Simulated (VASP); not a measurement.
Wanted: the native input for a VASP 6.6.1 run.

| Property | Result |
| --- | --- |
| Task | single point |
| Functional | PBE |
| Potentials or basis | VASP PAW PBE potentials, release 64 (Fe, Si) |
| Cutoff | 520 eV |
| k mesh | 4 × 4 × 4 |
| Occupations | gaussian, width 0.1 eV |
| Spin | no spin polarisation |
| Dipole correction | no |
| Further INCAR settings | ALGO = Normal; EDIFF = 1e-06; NBANDS = 34 |

The structure of FeSi (nc) lies in POSCAR:

```
FeSi
1.0
    4.4487271977      0.0000000000      0.0000000000
    0.0000000000      4.4487271977      0.0000000000
    0.0000000000      0.0000000000      4.4487271977
Fe Si
4 4
Direct
    0.1355830560      0.1355830560      0.1355830560
    0.3644169440      0.8644169440      0.6355830560
    0.6355830560      0.3644169440      0.8644169440
    0.8644169440      0.6355830560      0.3644169440
    0.8410941506      0.8410941506      0.8410941506
    0.6589058494      0.1589058494      0.3410941506
    0.3410941506      0.6589058494      0.1589058494
    0.1589058494      0.3410941506      0.6589058494
```

One way to write it, as run:

INCAR

```
ALGO = Normal
EDIFF = 1E-6
ENCUT = 520
GGA = PE
ISIF = 2
ISMEAR = 0
LASPH = True
LCHARG = False
LREAL = False
LWAVE = False
NBANDS = 34
NELM = 60
PREC = Accurate
SIGMA = 0.1
```

KPOINTS

```
k-points
0
Gamma
  4 4 4
```

Potentials or basis: VASP PAW PBE potentials, release 64 (Fe, Si).

The run is started by

```bash
$ cat potpaw_PBE.64/Fe/POTCAR potpaw_PBE.64/Si/POTCAR > POTCAR
$ mpirun -np 1 vasp_std > vasp.out
```

Results of the run:

- Pressure: 0.2 GPa
- Largest force: 0.086 eV/Å
- Band gap on the k mesh: 0.17 eV, indirect (least direct gap 0.20 eV)

Run time: 64 s on 1 thread of Intel Xeon 8259CL (shared host), peak memory 0.2 GiB.
